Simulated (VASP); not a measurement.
Write the native input for VASP 6.6.1 that does the following.

```yaml
Task: relaxation of cell and atoms
Functional: PBEsol
Potentials_or_basis: VASP PAW PBE potentials, release 64 (Te, Sn_d)
Cutoff: 600 eV
k_mesh: 7 × 7 × 7
Occupations: fermi-dirac, width 0.05 eV
Spin: no spin polarisation
Target_pressure: 10 GPa
Dipole_correction: no
Further_INCAR_settings: ALGO = Normal; EDIFF = 1e-06; IBRION = 2; EDIFFG = -0.005; NSW = 80; ISIF = 3
```

The structure of SnTe lies in POSCAR:

```
SnTe
1.0
    0.0000000000      3.6111460000      3.6111460000
    3.6111460000      0.0000000000      3.6111460000
    3.6111460000      3.6111460000      0.0000000000
Te Sn
1 1
Direct
    0.2500000000      0.2500000000      0.2500000000
    0.0000000000      0.0000000000      0.0000000000
```

The input as run:

INCAR

```
PREC = Accurate ; ENCUT = 600
EDIFF = 1E-6 ; ISMEAR = -1
SIGMA = 0.05 ; LREAL = False
LASPH = True ; NELM = 100
ALGO = Normal ; ISIF = 3
LWAVE = False ; LCHARG = False
GGA = PS ; IBRION = 2
NSW = 80 ; EDIFFG = -0.005
PSTRESS = 100.0
```

KPOINTS

```
regular mesh
0
Gamma
  7 7 7
```

Potentials or basis: VASP PAW PBE potentials, release 64 (Te, Sn_d).

Run with:

```sh
$ cat potpaw_PBE.64/Te/POTCAR potpaw_PBE.64/Sn_d/POTCAR > POTCAR
$ mpirun -np 1 vasp_std > vasp.out
```

It gave:

```json
{
  "Relaxed volume": "35.03 Å³/atom",
  "Relaxed cell": "a = 4.627 Å, b = 4.627 Å, c = 4.627 Å, α = 60.00°, β = 60.00°, γ = 60.00°",
  "Space group after relaxing (to 0.05 Å)": "F-43m (No. 216)",
  "Energy change on relaxing (the enthalpy is what falls)": "+229.5 meV/atom",
  "Ionic steps": "7",
  "Pressure after relaxing": "10.0 GPa",
  "Band gap on the k mesh": "zero (band 10 reaches 5.97 eV, above the bottom of band 11 at 5.44 eV)"
}
```

Caveat: the cell is relaxed towards a set pressure, so the enthalpy falls and the energy may rise; the volume moved by over 15 % at a fixed basis, so the end points are rough; the PAW data sets were made with another functional, which shifts forces and pressure a little; spin-orbit coupling is left out, which moves the levels of the heavy elements.

It took 3.1 min on 1 thread of Intel(R) Xeon(R) Platinum 8488C (Sapphire Rapids), with other jobs on the host, peak memory 0.29 GiB.
